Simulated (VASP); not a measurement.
# Re (P6/mmm) in VASP: a series of runs, part 2 of 2

VASP 6.6.1. The steps go on from the part before.

### Step 4. Single point, PBE

INCAR

```
PREC = Accurate
ENCUT = 520
EDIFF = 1E-6
ISMEAR = 0
SIGMA = 0.1
LREAL = False
LASPH = True
NELM = 100
ALGO = Fast
ISIF = 2
LWAVE = False
LCHARG = False
GGA = PE
NBANDS = 18
```

KPOINTS

```
Automatic mesh
0
Gamma
  12 12 16
```

POSCAR

```
Re
1.0
    4.3794805920      0.0000000000      0.0000000000
   -2.1897402960      3.7927414480      0.0000000000
    0.0000000000      0.0000000000      2.7446073223
Re
3
Direct
    0.6666666667      0.3333333333      0.0000000000
    0.3333333333      0.6666666667      0.0000000000
    0.0000000000      0.0000000000      0.5000000000
```

Started as:

```
$ cat potpaw_PBE.64/Re/POTCAR > POTCAR
$ mpirun -np 1 vasp_std > vasp.out
```

It took 94 s on 1 thread of Intel Xeon Platinum 8488C (Sapphire Rapids), shared host; peak memory 0.24 GiB.

The run converged. Its results:

```
Free energy            : -36.7723 eV
Pressure               : -0.8 GPa
Band gap on the k mesh : zero (an odd number of electrons rules out a gap without spin polarisation)
```

Stress tensor (GPa, compression positive):
```
-1.08  0.00  0.00
 0.00 -1.08  0.00
 0.00  0.00 -0.31
```

Levels at points of the mesh, in eV from the Fermi level:
```csv
k point,band 7,band 8,band 9,band 10,band 11,band 12,band 13,band 14
"(0.00, 0.00, 0.00)",-2.74,-1.82,-0.74,-0.74,0.07,0.07,0.13,0.13
"(0.50, 0.00, 0.00)",-2.35,-1.72,-1.40,0.35,0.37,0.99,2.04,3.00
"(0.00, 0.00, 0.50)",-0.90,-0.90,-0.75,-0.75,2.82,2.82,3.77,3.77
"(0.50, 0.00, 0.50)",-2.14,-1.07,-0.82,-0.42,0.83,2.12,3.20,3.44
```

Caveat: spin-orbit coupling is left out, which moves the levels of the heavy elements.

### Step 5. Relaxation of cell and atoms, PBE

This run uses another cell than the first one, of 15.16 Å³/atom.

INCAR

```
ALGO     = Fast           # electronic algorithm
EDIFF    = 1E-6           # SCF threshold, eV
EDIFFG   = -0.01          # ionic threshold
ENCUT    = 600            # plane-wave cutoff, eV
GGA      = PE             # functional
IBRION   = 2              # ionic algorithm
ISIF     = 3              # what is computed and relaxed
ISMEAR   = 0              # smearing method
LASPH    = T              # aspherical terms in the spheres
LCHARG   = F              # write CHGCAR
LREAL    = F              # projectors in reciprocal space
LWAVE    = F              # write WAVECAR
NELM     = 100            # most SCF steps
NSW      = 100            # ionic steps
PREC     = Accurate       # precision mode
SIGMA    = 0.1            # smearing width, eV
```

KPOINTS

```
k-points
0
Gamma
  12 12 16
```

POSCAR

```
Re
1.0
    4.3944848446      0.0000000000      0.0000000000
   -2.1972424223      3.8057355120      0.0000000000
    0.0000000000      0.0000000000      2.7201882774
Re
3
Direct
    0.6666666667      0.3333333333      0.0000000000
    0.3333333333      0.6666666667      0.0000000000
    0.0000000000      0.0000000000      0.5000000000
```

Potentials or basis: VASP PAW PBE potentials, release 64 (Re).

Started as:

```
$ cat potpaw_PBE.64/Re/POTCAR > POTCAR
$ mpirun -np 1 vasp_std > vasp.out
```

OUTCAR:

```text
EDIFF = 1E-6
   EDIFFG = -0.01
   ENCUT = 600
   GGA = PE
   IBRION = 2
   ISIF = 3
   ISMEAR = 0
   LASPH = T
   LREAL = F
   NELM = 100
   NSW = 100
   PREC = Accurate

 ion  position               nearest neighbor table
   1  0.667  0.333  0.000-   2 2.54   2 2.54   2 2.54   3 2.88   3 2.88   3 2.88   3 2.88   3 2.88
                             3 2.88
   2  0.333  0.667  0.000-   1 2.54   1 2.54   1 2.54   3 2.88   3 2.88   3 2.88   3 2.88   3 2.88
                             3 2.88
   3  0.000  0.000  0.500-   1 2.88   2 2.88   1 2.88   2 2.88   1 2.88   1 2.88   2 2.88   2 2.88
                             1 2.88   1 2.88   2 2.88   2 2.88

  LATTYP: Found a hexagonal cell.
 ALAT       =     4.3944848446
 C/A-ratio  =     0.6190004912

  Lattice vectors:

 A1 = (   4.3944848446,   0.0000000000,   0.0000000000)
 A2 = (  -2.1972424223,   3.8057355120,   0.0000000000)
 A3 = (   0.0000000000,   0.0000000000,   2.7201882774)

Analysis of symmetry for initial positions (statically):
=====================================================================
 Subroutine PRICEL returns:
 Original cell was already a primitive cell.

 Routine SETGRP: Setting up the symmetry group for a
 hexagonal supercell.

 Subroutine GETGRP returns: Found 24 space group operations
 (whereof 24 operations were pure point group operations)
 out of a pool of 24 trial point group operations.

The static configuration has the point symmetry D_6h.

Analysis of symmetry for dynamics (positions and initial velocities):
=====================================================================
 Subroutine PRICEL returns:
 Original cell was already a primitive cell.

 Routine SETGRP: Setting up the symmetry group for a
 hexagonal supercell.

 Subroutine GETGRP returns: Found 24 space group operations
 (whereof 24 operations were pure point group operations)
 out of a pool of 24 trial point group operations.

The dynamic configuration has the point symmetry D_6h.

 Subroutine INISYM returns: Found 24 space group operations
 (whereof 24 operations are pure point group operations),
 and found     1 'primitive' translations

----------------------------------------------------------------------------------------

                                     Primitive cell

  volume of cell :      45.4931

  direct lattice vectors                    reciprocal lattice vectors
     4.394484845  0.000000000  0.000000000     0.227557959  0.131380649  0.000000000
    -2.197242422  3.805735512  0.000000000     0.000000000  0.262761297  0.000000000
     0.000000000  0.000000000  2.720188277     0.000000000  0.000000000  0.367621612

  length of vectors
     4.394484845  4.394484845  2.720188277     0.262761297  0.262761297  0.367621612

  position of ions in fractional coordinates (direct lattice)
     0.666666667  0.333333333  0.000000000
     0.333333333  0.666666667  0.000000000
     0.000000000  0.000000000  0.500000000

  ion indices of the primitive-cell ions
   primitive index   ion index
                 1           1
                 2           2
                 3           3

----------------------------------------------------------------------------------------

 KPOINTS: k-points

Automatic generation of k-mesh.
 Grid dimensions read from file:
[... 55 lines left out ...]
 SYSTEM =  unknown system
   PREC   = accura    normal or accurate (medium, high low for compatibility)
   ISTART =      0    job   : 0-new  1-cont  2-samecut
   ICHARG =      2    charge: 1-file 2-atom 10-const
   ISPIN  =      1    spin polarized calculation?
   LNONCOLLINEAR =      F non collinear calculations
   LSORBIT =      F    spin-orbit coupling
   LASPH  =      T    aspherical Exc in radial PAW
   ENCUT  =  600.0 eV  44.10 Ry    6.64 a.u.   8.78  8.78  5.43*2*pi/ulx,y,z
   NELM   =    100;   NELMIN=  2; NELMDL= -5     # of ELM steps
   EDIFF  = 0.1E-05   stopping-criterion for ELM
   LREAL  =      F    real-space projection
   EDIFFG = -.1E-01   stopping-criterion for IOM
   NSW    =    100    number of steps for IOM
   IBRION =      2    ionic relax: 0-MD 1-quasi-New 2-CG
   NFREE  =      1    steps in history (QN), initial steepest desc. (CG)
   ISIF   =      3    stress and relaxation
   ISYM   =      2    0-nonsym 1-usesym 2-fastsym
   POTIM  = 0.5000    time-step for ionic-motion
   TEBEG  =    0.0;   TEEND  =   0.0 temperature during run
   PSTRESS=    0.0 pullay stress
   NELECT =      21.0000    total number of electrons
   NUPDOWN=      -1.0000    fix difference up-down
   EMIN   =  10.00;   EMAX   =-10.00  energy-range for DOS
   EFERMI =   0.00;   METHOD = LEGACY
   ISMEAR =     0;   SIGMA  =   0.10  broadening in eV -4-tet -1-fermi 0-gaus
   EFERMI_NEDOS =   21; number of points for ismear=-14 and -15
   IALGO  =     68    algorithm
   IMIX   =      4    mixing-type and parameters
     AMIX     =   0.40;   BMIX     =  1.00
     AMIX_MAG =   1.60;   BMIX_MAG =  1.00
  volume/ion in A,a.u.               =      15.16       102.33
  Fermi-wavevector in a.u.,A,eV,Ry     =   1.265220  2.390919 21.779960  1.600782
  Thomas-Fermi vector in A             =   2.398485
   LORBIT       =      0    0 simple, 1 ext, 2 COOP (PROOUT), +10 PAW based schemes
   GGA     = PE    functional components
   LHFCALC =     F    Hartree Fock is set to
   AEXX    =    0.0000 exact exchange contribution
   IVDW    =     0    specifies the selected vdW correction
   LEPSILON=     F    determine dielectric tensor
   LRPA    =     F    only Hartree local field effects (RPA)
 conjugate gradient relaxation of ions
 non-spin polarized calculation
 RMM-DIIS sequential band-by-band and
 Gauss-broadening in eV      SIGMA  =   0.10
  energy-cutoff  :      600.00
  volume of cell :       45.49
 maximum number of plane-waves:      1542
 NGX is ok and might be reduce to    36
   NGX = 17   NGY = 17   NGZ = 11

--------------------------------------- Ionic step        1  -------------------------------------------

 number of electron      21.0000000 magnetization

 Free energy of the ion-electron system (eV)
  ---------------------------------------------------
  ext. energy  EPLUGINS =         0.00000000
  ---------------------------------------------------
  free energy    TOTEN  =       -36.76644528 eV

  energy without entropy =      -36.75285003  energy(sigma->0) =      -36.75964765

------------------------ aborting loop because EDIFF is reached ----------------------------------------

  FORCE on cell =-STRESS in cart. coord.  units (eV):
  Direction    XX          YY          ZZ          XY          YZ          ZX
  --------------------------------------------------------------------------------------
  -------------------------------------------------------------------------------------
  Total       -0.6856550     -0.6856550      1.1715801      0.0000000     -0.0000000      0.0000000
  in kB      -24.1474166    -24.1474166     41.2607400      0.0000000     -0.0000000      0.0000000
  external PRESSURE =      -2.3446978 kB  Pullay stress =       0.0000000 kB
[... 135 lines left out ...]
--------------------------------------- Ionic step        5  -------------------------------------------

 number of electron      20.9999999 magnetization

 Free energy of the ion-electron system (eV)
  ---------------------------------------------------
  ext. energy  EPLUGINS =         0.00000000
  ---------------------------------------------------
  free energy    TOTEN  =       -36.77491097 eV

  energy without entropy =      -36.76158318  energy(sigma->0) =      -36.76824708

 E-fermi :   7.5419     XC(G=0): -13.5433

 val. band max:        7.5393064597   @ k =   0.3333   0.0833   0.0625
 cond. band min:       7.5448843661   @ k =   0.3333   0.0833   0.2500
 fundamental gap:      0.0055779064
 Fermi energy:         7.5418909104

 k-point     1 :       0.0000    0.0000    0.0000
  band No.  band energies     occupation
      1      -2.1224      2.00000
      2       1.8445      2.00000
      3       4.5018      2.00000
      4       4.7865      2.00000
      5       4.7865      2.00000
      6       4.8031      2.00000
      7       4.8031      2.00000
      8       5.7319      2.00000
      9       6.8038      2.00000
     10       6.8038      2.00000
     11       7.5971      0.43481
     12       7.5971      0.43481
     13       7.6538      0.11357
     14       7.6538      0.11357
[... 377 lines left out ...]
      1      -0.3707      2.00000
      2       1.6564      2.00000
      3       2.5333      2.00000
      4       3.4056      2.00000
      5       3.9354      2.00000
      6       5.0057      2.00000
      7       5.6017      2.00000
      8       6.0093      2.00000
      9       6.1855      2.00000
     10       7.0903      2.00000
     11       7.3066      1.99912
     12       8.3280      0.00000
     13       9.2547      0.00000
     14       9.8924      0.00000

 [... further k-points ...]
[... 5 lines left out ...]
  --------------------------------------------------------------------------------------
  -------------------------------------------------------------------------------------
  Total        0.0040070      0.0040070     -0.0086643      0.0000000      0.0000000      0.0000000
  in kB        0.1410922      0.1410922     -0.3050827      0.0000000      0.0000000      0.0000000
  external PRESSURE =      -0.0076328 kB  Pullay stress =       0.0000000 kB
[... 18 lines left out ...]
  FREE ENERGIE OF THE ION-ELECTRON SYSTEM (eV)
  ---------------------------------------------------
  free  energy   TOTEN  =       -36.7749109739 eV

  energy  without entropy=      -36.7615831767  energy(sigma->0) =      -36.76824708

 reached required accuracy - stopping structural energy minimisation
```

Wall time 5.9 min (1 thread of Intel Xeon Platinum 8488C (Sapphire Rapids), shared host); peak memory 0.27 GiB.

What came out:

```yaml
Free_energy: -36.7749 eV
Relaxed_volume: 15.17 Å³/atom
Relaxed_cell: a = 4.374 Å, b = 4.374 Å, c = 2.746 Å, α = 90.00°, β = 90.00°, γ = 120.00°
Space_group_after_relaxing_to_0.1_Å: P6/mmm (No. 191)
Energy_gained_by_relaxing: 2.8 meV/atom
Ionic_steps: 5
Pressure_after_relaxing: 0.0 GPa
Band_gap_on_the_k_mesh: zero (an odd number of electrons rules out a gap without spin polarisation)
```

The path:
```
step  energy change (eV)  largest force (eV/Å)  pressure (GPa)  volume (Å³)
   1              0.0000                0.0000           -0.23        45.49
   2              0.0033                0.0000            1.86        45.33
   3             -0.0083                0.0000            0.63        45.42
   4             -0.0068                0.0000           -2.01        45.76
   5             -0.0085                0.0000            0.00        45.50
```

Final structure:
```
Re
1.0
     4.37428    0.00000    0.00000
    -2.18714    3.78824    0.00000
     0.00000    0.00000    2.74587
Re
3
Direct
  0.66667 0.33333 0.00000
  0.33333 0.66667 0.00000
  0.00000 0.00000 0.50000
```

Caveat: spin-orbit coupling is left out, which moves the levels of the heavy elements.

### Step 6. The runs side by side

| task | potentials or basis | cell | cutoff (eV) | gap on the mesh (eV) | pressure (GPa) | relaxed volume (Å³/atom) |
| --- | --- | --- | --- | --- | --- | --- |
| single point | VASP PAW PBE potentials, release 64 (Re_sv_GW) | a = 4.379, b = 4.379, c = 2.745 Å, angles 90.0, 90.0, 120.0°, 3 atoms | 500 | none | -2.4 | - |
| relaxation of cell and atoms | VASP PAW PBE potentials, release 64 (Re) | relaxed from a = 4.385, b = 4.385, c = 2.735 Å, angles 90.0, 90.0, 120.0°, 3 atoms | 600 | none | 0.0 | 15.17 |
| single point | VASP PAW PBE potentials, release 64 (Re) | a = 4.379, b = 4.379, c = 2.745 Å, angles 90.0, 90.0, 120.0°, 3 atoms | 520 | none | -0.8 | - |
| relaxation of cell and atoms | VASP PAW PBE potentials, release 64 (Re) | relaxed from a = 4.394, b = 4.394, c = 2.720 Å, angles 90.0, 90.0, 120.0°, 3 atoms | 600 | none | 0.0 | 15.17 |

Alike in all rows: level PBE; no spin polarisation; k mesh 12 × 12 × 16; smearing gaussian 0.1 eV.

Caveats: spin-orbit coupling is left out, which moves the levels of the heavy elements.

Absolute energies hang on the potentials; compare differences alone.
